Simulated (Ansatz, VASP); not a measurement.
**Mg in VASP and in Ansatz**

Contents of INCAR:

```
PREC = Accurate
ENCUT = 520
EDIFF = 1E-8
ISMEAR = -1
SIGMA = 0.03
LREAL = F
LASPH = T
NELM = 60
ALGO = Normal
ISIF = 2
LWAVE = F
LCHARG = F
GGA = CA
LEFG = T
NBANDS = 7
```

KPOINTS

```
regular mesh
0
Gamma
  16 16 16
```

Contents of POSCAR:

```
Mg
1.0
    0.0000000000      2.2442560000      2.2891411200
    2.2442560000      0.0000000000      2.2891411200
    2.2442560000      2.2442560000      0.0000000000
Mg
1
Direct
    0.0000000000      0.0000000000      0.0000000000
```

Input for Ansatz:

```yaml
crystal:
  lattice:
    - [0.0, 2.244256, 2.28914112]
    - [2.244256, 0.0, 2.28914112]
    - [2.244256, 2.244256, 0.0]
  atoms:
    - { symbol: Mg, position: [0.0, 0.0, 0.0] }
kpoints:
  mp_grid: { grid: [16, 16, 16] }
scf:
  occupations: { method: fermi_dirac, width: 0.03 }
hamiltonian:
  xc: lda
  pseudopotentials: { kind: all_electron, datasets: crystal }
output:
  forces: true
  stress: true
  eigenvalues: true
  efg: { contact_densities: true }
```

Change from the starting cell: zz strain of +2 %, crystal datasets.

Alike in both runs: task electric field gradients; functional LDA; k mesh 16 × 16 × 16; occupations fermi-dirac, width 0.03 eV; no spin polarisation.

|  | VASP | Ansatz |
| --- | --- | --- |
| version | VASP 6.6.1 | Ansatz 0.2.0 |
| potentials or method | VASP PAW LDA potentials, release 64 (Mg), cutoff 520 eV | all-electron PAW with datasets made for the crystal, scalar-relativistic |

Ansatz gave:

| Quantity | Value |
| --- | --- |
| pressure (GPa) | -2.0 |
| traceless stress, the component that is largest in VASP (GPa) | -0.07 |
| size of Vzz on the site where it differs most (V/Å²) | 0.7 |

**Question.** Estimate VASP's values.

**Answer.** Pressure (GPa): -2.3; traceless stress, the component that is largest in VASP (GPa): -0.07; size of Vzz on the site where it differs most (V/Å²): 0.5.

LDA's correlation is that of Perdew and Zunger in VASP and of Perdew and Wang (1992) in Ansatz. Ansatz ran all-electron here, and VASP with PAW potentials.
